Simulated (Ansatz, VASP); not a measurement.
**Ba in VASP and in Ansatz**

INCAR

```
SYSTEM = Ba
PREC = Accurate
ENCUT = 520
EDIFF = 1E-6
ISMEAR = 0
SIGMA = 0.15
LREAL = .False.
LASPH = .True.
NELM = 100
ALGO = Normal
ISIF = 2
LWAVE = .False.
LCHARG = .False.
GGA = PE
NBANDS = 11
```

Contents of KPOINTS:

```
regular mesh
0
Gamma
  14 14 14
  0 0 0
```

File POSCAR:

```
Ba
1.0
    0.0000000000      3.2326650028      3.2326650028
    3.2326650028      0.0000000000      3.2326650028
    3.2326650028      3.2326650028      0.0000000000
Ba
1
Direct
    0.0000000000      0.0000000000      0.0000000000
```

Input for Ansatz:

```yaml
crystal:
  lattice:
    - [0.0, 3.2326650028, 3.2326650028]
    - [3.2326650028, 0.0, 3.2326650028]
    - [3.2326650028, 3.2326650028, 0.0]
  atoms:
    - { symbol: Ba, position: [0.0, 0.0, 0.0] }
basis:
  ecutwfc: 420
kpoints:
  mp_grid: { grid: [14, 14, 14] }
hamiltonian:
  xc: pbe
scf:
  occupations: { method: gaussian, width: 0.15 }
output:
  forces: true
  stress: true
  eigenvalues: true
```

Alike in both runs: task single point; functional PBE; k mesh 14 × 14 × 14; occupations gaussian, width 0.15 eV; no spin polarisation.

```csv
,VASP,Ansatz
version,VASP 6.6.1,Ansatz 0.2.0
potentials or method,"VASP PAW PBE potentials, release 64 (Ba_sv), cutoff 520 eV","scalar-relativistic, plane waves, PAW"
valence electrons in the cell,10,10
```

```csv
,VASP,Ansatz,Ansatz less VASP
gap on the k mesh at the Fermi level (eV),none,none,-
pressure (GPa),-0.4,-0.4,-0.04
```

A gap of «none» marks a metal or a gap that the smearing closes. The functional is the same, so the differences come from potentials, cutoffs and numerics.

Neither program's run includes spin-orbit coupling.
